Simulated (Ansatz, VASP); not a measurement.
**V in VASP and in Ansatz**

```xyz
1
Lattice="-1.5130 1.5130 1.5433 1.5130 -1.5130 1.5433 1.5130 1.5130 -1.5433" Properties=species:S:1:pos:R:3 pbc="T T T"
V     0.0000    0.0000    0.0000
```

Change from the starting cell: zz strain of +2 %.

Alike in both runs: task single point; functional PBEsol; k mesh 19 × 19 × 19; occupations fermi-dirac, width 0.03 eV; collinear spin.

|  | VASP | Ansatz |
| --- | --- | --- |
| version | VASP 6.6.1 | Ansatz 0.2.0 |
| potentials or method | VASP PAW PBE potentials, release 64 (V_sv), cutoff 500 eV | all-electron LAPW, scalar-relativistic |

|  | VASP | Ansatz | Ansatz less VASP |
| --- | --- | --- | --- |
| pressure (GPa) | -14.6 | -14.7 | -0.10 |
| traceless stress, the component that is largest in VASP (GPa) | -1.47 | -1.47 | -0.002 |
| net moment per atom (μB) | 0.00 | 0.00 | 0.000 |

VASP's potentials were made for PBE, not for PBEsol. Ansatz ran all-electron here, and VASP with PAW potentials. Ansatz's warnings: seeded moment not kept.
